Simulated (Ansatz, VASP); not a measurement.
Ca5SiN2 in VASP and in Ansatz

```
CELL_PARAMETERS angstrom
2.44631 -7.31731 0.00000
2.44631 7.31731 0.00000
0.00000 0.00000 4.87111
ATOMIC_POSITIONS crystal
Ca 0.00000 0.00000 0.00000
Ca 0.33054 0.66946 0.00000
Ca 0.66946 0.33054 0.00000
Ca 0.13827 0.86173 0.50000
Ca 0.86173 0.13827 0.50000
Si 0.50000 0.50000 0.50000
N 0.83502 0.16498 0.00000
N 0.16498 0.83502 0.00000
```

Change from the starting cell: built by hand: sheared layered antiperovskite (Cmmm, No. 65).

Alike in both runs: functional PBE; k mesh 8 × 8 × 6; occupations gaussian, width 0.1 eV; no spin polarisation.

Ansatz relaxed the structure, and its values are those at the end. VASP's run is a single point on that final structure, the one shown.

|  | VASP | Ansatz |
| --- | --- | --- |
| version | VASP 6.6.1 | Ansatz 0.2.0 |
| potentials or method | VASP PAW PBE potentials, release 64 (Ca_sv, Si, N), cutoff 520 eV | scalar-relativistic, plane waves, PAW |
| valence electrons in the cell | 64 | 64 |

|  | VASP | Ansatz | Ansatz less VASP |
| --- | --- | --- | --- |
| gap on the k mesh at the Fermi level (eV) | none | none | - |
| pressure (GPa) | 0.2 | 0.0 | -0.22 |
| rms of the force components (eV/Å) | 0.007 | 0.001 | -0.0056 |

A gap of «none» marks a metal or a gap that the smearing closes. The functional is the same, so the differences come from potentials, cutoffs and numerics.
